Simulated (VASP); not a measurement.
# AlN in VASP: a series of runs

AlN is run at these levels: PBE; tasks: electric field gradients.

All numbers are computed with VASP 6.6.1; they aren't measurements. Logs are shortened: lines on timing, memory, paths and dates and some standing lists are left out, and cuts for length are marked.

## Step 1: The cell of the first run

Symmetry: I4/mmm, No. 139, tetragonal system. The conventional cell has a = 2.881 Å, b = 2.881 Å, c = 3.956 Å, α = 90.00°, β = 90.00°, γ = 90.00°. Within 2.6 Å of Al (site symmetry 4/mmm) lie 6 N at 1.98 to 2.04 Å. Within 2.6 Å of N (site symmetry 4/mmm) lie 6 Al at 1.98 to 2.04 Å.

## Step 2: Electric field gradients, PBE (equal xx and yy strain of +3 %)

INCAR reads:

```
SYSTEM = AlN
PREC     = Accurate       ! precision mode
ENCUT    = 520            ! plane-wave cutoff, eV
EDIFF    = 1E-8           ! SCF threshold, eV
ISMEAR   = -1             ! smearing method
SIGMA    = 0.02           ! smearing width, eV
LREAL    = .FALSE.        ! projectors in reciprocal space
LASPH    = .TRUE.         ! aspherical terms in the spheres
NELM     = 100            ! most SCF steps
ALGO     = Normal         ! electronic algorithm
ISIF     = 2              ! what is computed and relaxed
LWAVE    = .FALSE.        ! write WAVECAR
LCHARG   = .FALSE.        ! write CHGCAR
GGA      = PE             ! functional
LEFG     = .TRUE.       
NBANDS   = 11             ! bands
```

KPOINTS reads:

```
regular mesh
0
G
  10 10 10
  0 0 0
```

POSCAR reads:

```
AlN
1.0
    0.0000000000      2.0373400000      1.9780000000
    2.0373400000      0.0000000000      1.9780000000
    2.0373400000      2.0373400000      0.0000000000
Al N
1 1
Direct
    0.0000000000      0.0000000000      0.0000000000
    0.5000000000      0.5000000000      0.5000000000
```

Potentials or basis: VASP PAW PBE potentials, release 64 (Al, N).

The run is started by

```sh
> cat potpaw_PBE.64/Al/POTCAR potpaw_PBE.64/N/POTCAR > POTCAR
> mpirun -np 1 vasp_std > vasp.out
```

OUTCAR:

```text
SYSTEM = AlN
   PREC = Accurate
   ENCUT = 520
   EDIFF = 1E-8
   ISMEAR = -1
   LREAL = .FALSE.
   LASPH = .TRUE.
   NELM = 100
   ISIF = 2
   GGA = PE

 ion  position               nearest neighbor table
   1  0.000  0.000  0.000-   2 1.98   2 1.98   2 2.04   2 2.04   2 2.04   2 2.04
   2  0.500  0.500  0.500-   1 1.98   1 1.98   1 2.04   1 2.04   1 2.04   1 2.04

  LATTYP: Found a body centered tetragonal cell.
 ALAT       =     2.8812338592
 C/A-ratio  =     1.3730228761

  Lattice vectors:

 A1 = (   0.0000000000,  -2.0373400000,  -1.9780000000)
 A2 = (   0.0000000000,   2.0373400000,  -1.9780000000)
 A3 = (   2.0373400000,   0.0000000000,   1.9780000000)

Analysis of symmetry for initial positions (statically):
=====================================================================
 Subroutine PRICEL returns:
 Original cell was already a primitive cell.

 Routine SETGRP: Setting up the symmetry group for a
 body centered tetragonal supercell.

 Subroutine GETGRP returns: Found 16 space group operations
 (whereof 16 operations were pure point group operations)
 out of a pool of 16 trial point group operations.

The static configuration has the point symmetry D_4h.

Analysis of symmetry for dynamics (positions and initial velocities):
=====================================================================
 Subroutine PRICEL returns:
 Original cell was already a primitive cell.

 Routine SETGRP: Setting up the symmetry group for a
 body centered tetragonal supercell.

 Subroutine GETGRP returns: Found 16 space group operations
 (whereof 16 operations were pure point group operations)
 out of a pool of 16 trial point group operations.

The dynamic configuration has the point symmetry D_4h.

 Subroutine INISYM returns: Found 16 space group operations
 (whereof 16 operations are pure point group operations),
 and found     1 'primitive' translations

----------------------------------------------------------------------------------------

                                     Primitive cell

  volume of cell :      16.4204

  direct lattice vectors                    reciprocal lattice vectors
     0.000000000  2.037340000  1.978000000    -0.245418045  0.245418045  0.252780586
     2.037340000  0.000000000  1.978000000     0.245418045 -0.245418045  0.252780586
     2.037340000  2.037340000  0.000000000     0.245418045  0.245418045 -0.252780586

  length of vectors
     2.839584173  2.839584173  2.881233859     0.429369373  0.429369373  0.429369373

  position of ions in fractional coordinates (direct lattice)
     0.000000000  0.000000000  0.000000000
     0.500000000  0.500000000  0.500000000

  ion indices of the primitive-cell ions
   primitive index   ion index
                 1           1
                 2           2

----------------------------------------------------------------------------------------

 KPOINTS: regular mesh

Automatic generation of k-mesh.
 Grid dimensions read from file:
 generate k-points for:   10   10   10

 Generating k-lattice:

  Cartesian coordinates                     Fractional coordinates (reciprocal lattice)
    -0.024541805  0.024541805  0.025278059     0.100000000  0.000000000  0.000000000
     0.024541805 -0.024541805  0.025278059     0.000000000  0.100000000  0.000000000
     0.024541805  0.024541805 -0.025278059    -0.000000000 -0.000000000  0.100000000

  Length of vectors
     0.042936937  0.042936937  0.042936937

  Shift w.r.t. Gamma in fractional coordinates (k-lattice)
     0.000000000  0.000000000  0.000000000

 Subroutine IBZKPT returns following result:
 ===========================================

 Found    102 irreducible k-points:

 Following reciprocal coordinates:
            Coordinates               Weight
  0.000000  0.000000  0.000000      1.000000
  0.100000  0.000000  0.000000      8.000000
  0.200000  0.000000  0.000000      8.000000
  0.300000 -0.000000  0.000000      8.000000
  0.400000 -0.000000  0.000000      8.000000
  0.500000  0.000000  0.000000      4.000000
[... 16 lines left out ...]
  0.300000  0.300000  0.000000      2.000000
  0.400000  0.300000  0.000000      8.000000
 [... further k-points ...]
   k-points           NKPTS =    102   k-points in BZ     NKDIM =    102   number of bands    NBANDS=     11
   number of dos      NEDOS =    301   number of ions     NIONS =      2
   total plane-waves  NPLWV =  13824
   dimension x,y,z NGX =    24 NGY =   24 NGZ =   24
   dimension x,y,z NGXF=    48 NGYF=   48 NGZF=   48
   ions per type =               1   1
   NGX,Y,Z   is equivalent  to a cutoff of  14.05, 14.05, 13.85 a.u.
   NGXF,Y,Z  is equivalent  to a cutoff of  28.10, 28.10, 27.70 a.u.
 SYSTEM =  AlN
   PREC   = accura    normal or accurate (medium, high low for compatibility)
   ISTART =      0    job   : 0-new  1-cont  2-samecut
   ICHARG =      2    charge: 1-file 2-atom 10-const
   ISPIN  =      1    spin polarized calculation?
   LNONCOLLINEAR =      F non collinear calculations
   LSORBIT =      F    spin-orbit coupling
   LASPH  =      T    aspherical Exc in radial PAW
   ENCUT  =  520.0 eV  38.22 Ry    6.18 a.u.   5.28  5.28  5.36*2*pi/ulx,y,z
   NELM   =    100;   NELMIN=  2; NELMDL= -5     # of ELM steps
   EDIFF  = 0.1E-07   stopping-criterion for ELM
   LREAL  =      F    real-space projection
   EDIFFG = 0.1E-06   stopping-criterion for IOM
   NSW    =      0    number of steps for IOM
   IBRION =     -1    ionic relax: 0-MD 1-quasi-New 2-CG
   NFREE  =      0    steps in history (QN), initial steepest desc. (CG)
   ISIF   =      2    stress and relaxation
   ISYM   =      2    0-nonsym 1-usesym 2-fastsym
   POTIM  = 0.5000    time-step for ionic-motion
   TEBEG  =    0.0;   TEEND  =   0.0 temperature during run
   PSTRESS=    0.0 pullay stress
   NELECT =       8.0000    total number of electrons
   NUPDOWN=      -1.0000    fix difference up-down
   EMIN   =  10.00;   EMAX   =-10.00  energy-range for DOS
   EFERMI =   0.00;   METHOD = LEGACY
   ISMEAR =    -1;   SIGMA  =   0.02  broadening in eV -4-tet -1-fermi 0-gaus
   EFERMI_NEDOS =   21; number of points for ismear=-14 and -15
   IALGO  =     38    algorithm
   IMIX   =      4    mixing-type and parameters
     AMIX     =   0.40;   BMIX     =  1.00
     AMIX_MAG =   1.60;   BMIX_MAG =  1.00
  volume/ion in A,a.u.               =       8.21        55.41
  Fermi-wavevector in a.u.,A,eV,Ry     =   1.288181  2.434310 22.577665  1.659412
  Thomas-Fermi vector in A             =   2.420151
   LORBIT       =      0    0 simple, 1 ext, 2 COOP (PROOUT), +10 PAW based schemes
   GGA     = PE    functional components
   LHFCALC =     F    Hartree Fock is set to
   AEXX    =    0.0000 exact exchange contribution
   IVDW    =     0    specifies the selected vdW correction
   LEPSILON=     F    determine dielectric tensor
   LRPA    =     F    only Hartree local field effects (RPA)
 non-spin polarized calculation
  energy-cutoff  :      520.00
  volume of cell :       16.42
 maximum number of plane-waves:       455
 NGX is ok and might be reduce to    24
   NGX = 11   NGY = 11   NGZ = 11

 number of electron       7.9999999 magnetization

 Free energy of the ion-electron system (eV)
  ---------------------------------------------------
  ext. energy  EPLUGINS =         0.00000000
  ---------------------------------------------------
  free energy    TOTEN  =       -14.52765038 eV

  energy without entropy =      -14.52765038  energy(sigma->0) =      -14.52765038

 E-fermi :  10.4858     XC(G=0): -12.3136

 val. band max:       10.1154273327   @ k =   0.0000   0.0000   0.0000
 cond. band min:      14.5441814763   @ k =   0.5000   0.5000   0.0000
 fundamental gap:      4.4287541436
 Fermi energy:        10.4857846319

 k-point     1 :       0.0000    0.0000    0.0000
  band No.  band energies     occupation
      1      -7.5675      2.00000
      2       9.8939      2.00000
      3      10.1154      2.00000
      4      10.1154      2.00000
      5      15.7993      0.00000
      6      22.1117      0.00000
      7      22.1117      0.00000
      8      22.5059      0.00000
      9      27.3953      0.00000
     10      27.4036      0.00000
     11      28.3916      0.00000
[... 309 lines left out ...]
 k-point    24 :       0.4000    0.3000    0.0000
  band No.  band energies     occupation
      1      -4.4251      2.00000
      2       4.1739      2.00000
      3       7.1784      2.00000
      4       7.6341      2.00000
      5      16.1395      0.00000
      6      16.8489      0.00000
      7      22.5286      0.00000
      8      25.4911      0.00000
      9      26.3216      0.00000
     10      31.7730      0.00000
     11      35.0868      0.00000

 [... further k-points ...]
[... 5 lines left out ...]
  --------------------------------------------------------------------------------------
  -------------------------------------------------------------------------------------
  Total        0.4189895      0.4189895      1.3729853      0.0000000     -0.0000000      0.0000000
  in kB       40.8818382     40.8818382    133.9655604      0.0000000     -0.0000000      0.0000000
  external PRESSURE =      71.9097456 kB  Pullay stress =       0.0000000 kB

 VOLUME and BASIS-vectors are now :
 -----------------------------------------------------------------------------
  energy-cutoff  :      520.00
  volume of cell :       16.42
      direct lattice vectors                 reciprocal lattice vectors
     0.000000000  2.037340000  1.978000000    -0.245418045  0.245418045  0.252780586
     2.037340000  0.000000000  1.978000000     0.245418045 -0.245418045  0.252780586
     2.037340000  2.037340000  0.000000000     0.245418045  0.245418045 -0.252780586

 POSITION                                       TOTAL-FORCE (eV/Angst)
 -----------------------------------------------------------------------------------
      0.00000      0.00000      0.00000         0.000000     -0.000000      0.000000
      2.03734      2.03734      1.97800        -0.000000      0.000000     -0.000000
 -----------------------------------------------------------------------------------
    total drift:                               -0.000000     -0.000000      0.000000

  FREE ENERGIE OF THE ION-ELECTRON SYSTEM (eV)
  ---------------------------------------------------
  free  energy   TOTEN  =       -14.5276503789 eV

  energy  without entropy=      -14.5276503789  energy(sigma->0) =      -14.52765038

 Electric field gradients (V/A^2)
---------------------------------------------------------------------
 ion       V_xx      V_yy      V_zz      V_xy      V_xz      V_yz
---------------------------------------------------------------------
   1       5.709     5.709   -11.418     0.000     0.000     0.000
   2       1.774     1.774    -3.548    -0.000    -0.000    -0.000
---------------------------------------------------------------------

 Electric field gradients after diagonalization (V/A^2)
 (convention: |V_zz| > |V_xx| > |V_yy|)
----------------------------------------------------------------------
 ion       V_xx      V_yy      V_zz     asymmetry (V_yy - V_xx)/ V_zz
----------------------------------------------------------------------
   1       5.709     5.709   -11.418       0.000
   2       1.774     1.774    -3.548       0.000
----------------------------------------------------------------------

           NMR quadrupolar parameters

 Cq : quadrupolar parameter    Cq=e*Q*V_zz/h
 eta: asymmetry parameters     (V_yy - V_xx)/ V_zz
 Q  : nuclear electric quadrupole moment in mb (millibarn)
----------------------------------------------------------------------
 ion       Cq(MHz)       eta       Q (mb)
----------------------------------------------------------------------
   1      -0.028       0.000       1.000
   2      -0.009       0.000       1.000
----------------------------------------------------------------------
```

It took 33 s on 1 thread of Intel Xeon 8259CL, shared host; peak memory 0.14 GiB.

Results:

- Free energy: -14.5277 eV
- Pressure: 7.2 GPa
- Band gap on the k mesh: 4.43 eV, indirect (least direct gap 5.68 eV)

Stress tensor (GPa, compression positive):
```
 4.09  0.00  0.00
 0.00  4.09  0.00
 0.00  0.00 13.40
```

Levels at points of the mesh, in eV from the valence-band top:
```
           k point  band 2  band 3  band 4  band 5  band 6  band 7
(0.00, 0.00, 0.00)   -0.22    0.00    0.00    5.68   12.00   12.00
(0.50, 0.00, 0.00)   -8.41   -1.22   -1.11    6.08   10.65   11.37
(0.50, 0.50, 0.00)   -7.40   -3.03   -3.03    4.43    5.03   14.31
(0.50, 0.00, 0.50)   -7.54   -3.00   -2.62    4.70    5.33   13.93
```

Electric field gradients, principal values (V/Å²):
```
atom  least  middle  greatest (by size)
1 Al  5.709   5.709             -11.418
 2 N  1.774   1.774              -3.548
```

Caveat: the cell differs from its parent crystal (equal xx and yy strain of +3 %); without QUAD_EFG the Cq values of the log hold for a quadrupole moment of 1 mb, not for the nuclei. A k mesh can miss the band edges.

## Step 3: Electric field gradients, PBE (equal xy, yz and zx shear strains of -3 %)

INCAR reads:

```
ALGO     = Normal         # electronic algorithm
EDIFF    = 1E-8           # SCF threshold, eV
ENCUT    = 520            # plane-wave cutoff, eV
GGA      = PE             # functional
ISIF     = 2              # what is computed and relaxed
ISMEAR   = -1             # smearing method
LASPH    = T              # aspherical terms in the spheres
LCHARG   = F              # write CHGCAR
LEFG     = T            
LREAL    = F              # projectors in reciprocal space
LWAVE    = F              # write WAVECAR
NBANDS   = 11             # bands
NELM     = 60             # most SCF steps
PREC     = Accurate       # precision mode
SIGMA    = 0.02           # smearing width, eV
```

KPOINTS reads:

```
k-points
0
Gamma
  10 10 10
```

POSCAR reads:

```
AlN
1.0
   -0.0593400000      1.9483300000      1.9483300000
    1.9483300000     -0.0593400000      1.9483300000
    1.9483300000      1.9483300000     -0.0593400000
Al N
1 1
Direct
    0.0000000000      0.0000000000      0.0000000000
    0.5000000000      0.5000000000      0.5000000000
```

Potentials or basis: VASP PAW PBE potentials, release 64 (Al, N).

The run is started by

```sh
> cat potpaw_PBE.64/Al/POTCAR potpaw_PBE.64/N/POTCAR > POTCAR
> mpirun -np 1 vasp_std > vasp.out
```

OUTCAR:

```text
EDIFF = 1E-8
   ENCUT = 520
   GGA = PE
   ISIF = 2
   ISMEAR = -1
   LASPH = T
   LREAL = F
   NELM = 60
   PREC = Accurate

 ion  position               nearest neighbor table
   1  0.000  0.000  0.000-   2 1.98   2 1.98   2 1.98   2 1.98   2 1.98   2 1.98
   2  0.500  0.500  0.500-   1 1.98   1 1.98   1 1.98   1 1.98   1 1.98   1 1.98

  LATTYP: Found a trigonal (rhomboedric) cell.
 ALAT       =     2.7559936164
 COS(alpha) =     0.4693254694

  Lattice vectors:

 A1 = (  -0.0593400000,   1.9483300000,   1.9483300000)
 A2 = (   1.9483300000,  -0.0593400000,   1.9483300000)
 A3 = (   1.9483300000,   1.9483300000,  -0.0593400000)

Analysis of symmetry for initial positions (statically):
=====================================================================
 Subroutine PRICEL returns:
 Original cell was already a primitive cell.

 Routine SETGRP: Setting up the symmetry group for a
 trigonal (rhombohedral) supercell.

[... 524 lines left out ...]
      direct lattice vectors                 reciprocal lattice vectors
    -0.059340000  1.948330000  1.948330000    -0.245193703  0.252896123  0.252896123
     1.948330000 -0.059340000  1.948330000     0.252896123 -0.245193703  0.252896123
     1.948330000  1.948330000 -0.059340000     0.252896123  0.252896123 -0.245193703

 POSITION                                       TOTAL-FORCE (eV/Angst)
 -----------------------------------------------------------------------------------
      0.00000      0.00000      0.00000        -0.000000     -0.000000     -0.000000
      1.91866      1.91866      1.91866         0.000000      0.000000      0.000000
 -----------------------------------------------------------------------------------
    total drift:                                0.000000      0.000000      0.000000

  FREE ENERGIE OF THE ION-ELECTRON SYSTEM (eV)
  ---------------------------------------------------
  free  energy   TOTEN  =       -14.3990307029 eV

  energy  without entropy=      -14.3990307029  energy(sigma->0) =      -14.39903070

 Electric field gradients (V/A^2)
---------------------------------------------------------------------
 ion       V_xx      V_yy      V_zz      V_xy      V_xz      V_yz
---------------------------------------------------------------------
   1      -0.000    -0.000     0.000     0.478     0.478     0.478
   2      -0.000     0.000     0.000    -6.324    -6.324    -6.324
---------------------------------------------------------------------

 Electric field gradients after diagonalization (V/A^2)
 (convention: |V_zz| > |V_xx| > |V_yy|)
----------------------------------------------------------------------
 ion       V_xx      V_yy      V_zz     asymmetry (V_yy - V_xx)/ V_zz
----------------------------------------------------------------------
   1      -0.478    -0.478     0.956       0.000
   2       6.324     6.324   -12.647       0.000
----------------------------------------------------------------------

           NMR quadrupolar parameters

 Cq : quadrupolar parameter    Cq=e*Q*V_zz/h
 eta: asymmetry parameters     (V_yy - V_xx)/ V_zz
 Q  : nuclear electric quadrupole moment in mb (millibarn)
----------------------------------------------------------------------
 ion       Cq(MHz)       eta       Q (mb)
----------------------------------------------------------------------
   1       0.002       0.000       1.000
   2      -0.031       0.000       1.000
----------------------------------------------------------------------
```

OSZICAR:

```text
N       E                     dE             d eps       ncg     rms          rms(c)
DAV:   1     0.113334840650E+02    0.11333E+02   -0.40903E+03  2592   0.631E+02
DAV:   2    -0.155048150329E+02   -0.26838E+02   -0.26035E+02  3152   0.144E+02
DAV:   3    -0.162108714183E+02   -0.70606E+00   -0.70509E+00  3072   0.212E+01
DAV:   4    -0.162135888420E+02   -0.27174E-02   -0.27172E-02  2858   0.144E+00
DAV:   5    -0.162136117206E+02   -0.22879E-04   -0.22878E-04  3031   0.122E-01    0.788E+00
DAV:   6    -0.144275417833E+02    0.17861E+01   -0.71846E+00  2846   0.147E+01    0.285E+00
DAV:   7    -0.144044508138E+02    0.23091E-01   -0.23101E-01  2910   0.338E+00    0.187E+00
DAV:   8    -0.143993777324E+02    0.50731E-02   -0.15358E-02  2735   0.107E+00    0.358E-01
DAV:   9    -0.143989872267E+02    0.39051E-03   -0.15337E-03  2902   0.243E-01    0.161E-01
DAV:  10    -0.143990384718E+02   -0.51245E-04   -0.15325E-04  2846   0.885E-02    0.521E-02
DAV:  11    -0.143990308832E+02    0.75887E-05   -0.25632E-05  2975   0.293E-02    0.776E-03
DAV:  12    -0.143990307329E+02    0.15022E-06   -0.72688E-07  2825   0.730E-03    0.139E-03
DAV:  13    -0.143990307096E+02    0.23371E-07   -0.22365E-08  2915   0.955E-04    0.279E-04
DAV:  14    -0.143990307029E+02    0.66615E-08   -0.96637E-10  1507   0.252E-04
   1 F= -.14399031E+02 E0= -.14399031E+02  d E =-.334363E-10
```

stdout:

```text
POSCAR found type information on POSCAR AlN
 POSCAR found :  2 types and       2 ions
 scaLAPACK will be used
 LDA part: xc-table for (Slater+PW92), standard interpolation
 POSCAR, INCAR and KPOINTS ok, starting setup
 FFT: planning ... GRIDC
 FFT: planning ... GRID_SOFT
 FFT: planning ... GRID
 WAVECAR not read
 entering main loop
ion   1

ion   2
```

Wall time 31 s (1 thread of Intel Xeon 8259CL, shared host); peak memory 0.13 GiB.

What came out:

* Free energy: -14.3990 eV
* Pressure: 25.6 GPa
* Band gap on the k mesh: 4.29 eV, indirect (least direct gap 6.14 eV)

Electric field gradients, principal values (V/Å²):
```
atom   least  middle  greatest (by size)
1 Al  -0.478  -0.478               0.956
 2 N   6.324   6.324             -12.647
```

Caveat: the cell differs from its parent crystal (equal xy, yz and zx shear strains of -3 %); without QUAD_EFG the Cq values of the log hold for a quadrupole moment of 1 mb, not for the nuclei.

(Part 1 of 2 ends here.)
